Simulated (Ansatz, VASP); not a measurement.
## SnO in VASP and in Ansatz

```
Sn O
1.0
     3.76688    0.00000    0.00000
     0.00000    3.76688    0.00000
     0.00000    0.00000    4.65532
Sn O
2 2
Direct
  0.00000 0.50000 0.24575
  0.50000 0.00000 0.75425
  0.00000 0.00000 0.00000
  0.50000 0.50000 0.00000
```

Alike in both runs: functional LDA; k mesh 12 × 12 × 10; occupations gaussian, width 0.1 eV; no spin polarisation.

Ansatz relaxed the structure, and its values are those at the end. VASP's run is a single point on that final structure, the one shown.

|  | VASP | Ansatz |
| --- | --- | --- |
| version | VASP 6.6.1 | Ansatz 0.2.0 |
| potentials or method | VASP PAW LDA potentials, release 64 (Sn_d, O), cutoff 520 eV | scalar-relativistic, plane waves, PAW |
| valence electrons in the cell | 40 | 40 |

```csv
,VASP,Ansatz,Ansatz less VASP
gap on the k mesh at the Fermi level (eV),none,none,-
pressure (GPa),0.4,0.0,-0.42
rms of the force components (eV/Å),0.050,0.000,-0.0495
```

LDA's correlation is that of Perdew and Zunger in VASP and of Perdew and Wang (1992) in Ansatz. A gap of «none» marks a metal or a gap that the smearing closes.
